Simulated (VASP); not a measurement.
# Ge3Pt: relaxation of cell and atoms with PBE

The system is Ge3Pt.

```
Ge Pt
1.0
     5.11005    0.00000    0.00000
     0.00000    5.11005    0.00000
     0.00000    0.00000    5.58107
Ge Pt
6 2
Direct
  0.00000 0.50000 0.70845
  0.50000 0.00000 0.29155
  0.50000 0.00000 0.79155
  0.00000 0.50000 0.20845
  0.00000 0.00000 0.00000
  0.50000 0.50000 0.50000
  0.00000 0.00000 0.50000
  0.50000 0.50000 0.00000
```

```
Program                : VASP 6.6.1
Task                   : relaxation of cell and atoms
Functional             : PBE
Potentials or basis    : VASP PAW PBE potentials, release 64 (Ge_d, Pt)
Cutoff                 : 600 eV
k mesh                 : 4 × 4 × 4
Occupations            : gaussian, width 0.1 eV
Spin                   : no spin polarisation
Dipole correction      : no
Further INCAR settings : ALGO = Normal; EDIFF = 1e-07; IBRION = 2; EDIFFG = -0.04; NSW = 90; ISIF = 3
```

* Relaxed volume: 18.37 Å³/atom
* Relaxed cell: a = 5.279 Å, b = 5.279 Å, c = 5.274 Å, α = 90.00°, β = 90.00°, γ = 90.00°
* Space group after relaxing (to 0.05 Å): P4_2/nmc (No. 137)
* Energy gained by relaxing: 66.1 meV/atom
* Ionic steps: 17
* Pressure after relaxing: 0.2 GPa
* Largest force after relaxing: 0.007 eV/Å
* Band gap on the k mesh: zero (band 52 reaches 8.56 eV, above the bottom of band 53 at 6.30 eV)

Forces on the atoms (eV/Å):
```
Ge   0.000  0.000 -0.007
Ge   0.000  0.000  0.007
Ge   0.000  0.000  0.007
Ge   0.000  0.000 -0.007
Ge   0.000  0.000  0.000
Ge   0.000  0.000  0.000
Pt   0.000  0.000  0.000
Pt   0.000  0.000  0.000
```

Stress tensor (GPa, compression positive):
```
0.20 0.00 0.00
0.00 0.20 0.00
0.00 0.00 0.31
```

The path:
```
step  energy change (eV)  largest force (eV/Å)  pressure (GPa)  volume (Å³)
   1              0.0000                0.1859           -2.31       145.74
   2             -0.0349                0.1798            1.58       140.25
   3             -0.0404                0.1810            0.47       141.68
   4             -0.0515                0.1881            0.31       142.02
   5             -0.0718                0.2125            0.02       143.03
   6             -0.0757                0.2662           -0.33       144.93
   7             -0.0796                0.2424           -0.23       143.94
   8             -0.0921                0.2478           -0.22       143.94
   9             -0.1314                0.2623           -0.19       143.95
  10             -0.2130                0.2675           -0.09       143.97
  11             -0.3574                0.2139            0.43       144.00
  12             -0.4445                0.0434            2.10       143.97
  13             -0.4582                0.0378            1.79       144.46
  14             -0.4891                0.0295            0.81       145.92
  15             -0.5126                0.0167           -1.02       148.88
  16             -0.5205                0.0139           -0.69       148.36
  17             -0.5291                0.0067            0.24       146.95
```

Final structure:
```
Ge Pt
1.0
     5.27872    0.00000    0.00000
     0.00000    5.27872    0.00000
     0.00000    0.00000    5.27373
Ge Pt
6 2
Direct
  0.00000 0.50000 0.53210
  0.50000 0.00000 0.46790
  0.50000 0.00000 0.96790
  0.00000 0.50000 0.03210
  0.00000 0.00000 0.00000
  0.50000 0.50000 0.50000
  0.00000 0.00000 0.50000
  0.50000 0.50000 0.00000
```

Levels at points of the mesh, in eV from the Fermi level:
```tsv
k point	band 49	band 50	band 51	band 52	band 53	band 54	band 55	band 56
(0.00, 0.00, 0.00)	-1.31	-1.30	-0.59	-0.57	0.00	0.06	0.06	1.84
(0.50, 0.00, 0.00)	-1.46	-1.46	0.32	0.32	0.49	0.49	0.66	0.66
(0.50, 0.50, 0.00)	-0.68	-0.68	-0.58	-0.58	1.83	1.83	2.10	2.10
(0.00, 0.00, 0.50)	-1.46	-1.46	0.28	0.28	0.55	0.55	0.59	0.59
(0.50, 0.00, 0.50)	-0.70	-0.70	-0.52	-0.52	1.78	1.78	2.08	2.08
(0.50, 0.50, 0.50)	1.66	1.66	1.68	1.68	1.68	1.68	4.32	4.32
```

It took 52 min on 1 thread of Intel(R) Xeon(R) 6975P-C (Granite Rapids) (shared host), peak memory 0.38 GiB.

Caveat: spin-orbit coupling is left out, which moves the levels of the heavy elements.
